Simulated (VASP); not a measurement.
Here is a VASP 6.6.1 calculation.

INCAR

```
PREC = Accurate
ENCUT = 600
EDIFF = 1E-6
ISMEAR = 0
SIGMA = 0.1
LREAL = False
LASPH = True
NELM = 200
ALGO = Normal
ISIF = 2
LWAVE = False
LCHARG = True
GGA = PE
LELF = True
LVHAR = True
NBANDS = 18
GGA_COMPAT = False
LMAXMIX = 6
```

Contents of KPOINTS:

```
Automatic mesh
0
Gamma
  8 8 8
```

Contents of POSCAR:

```
PrBe3Si
1.0
    3.7540936782      0.0000000000      0.0000000000
    0.0000000000      2.9620223484      3.3891815136
    0.0000000000     -2.9620223484      3.3891815136
Pr Be Si
1 3 1
Direct
    0.5000000000      0.0355197414      0.0355197414
    0.0000000000      0.1810166601      0.5209510078
    0.0000000000      0.5209510078      0.1810166601
    0.5000000000      0.4603336717      0.4603336717
    0.0000000000      0.6644724690      0.6644724690
```

Potentials or basis: VASP PAW PBE potentials, release 64 (Pr_3, Be, Si), 4f in core.

Run with:

```console
$ cat potpaw_PBE.64/Pr_3/POTCAR potpaw_PBE.64/Be/POTCAR potpaw_PBE.64/Si/POTCAR > POTCAR
$ mpirun -np 1 vasp_std > vasp.out
```

(1) Estimate the band gap on the k mesh.

(2) What does it give for the pressure?

## Answers

(1) zero (an odd number of electrons rules out a gap without spin polarisation).

(2) 0.1 GPa.

Caveat: spin-orbit coupling is left out, which moves the levels of the heavy elements; the 4f electrons are frozen in the core, so they carry no moment and show no levels.
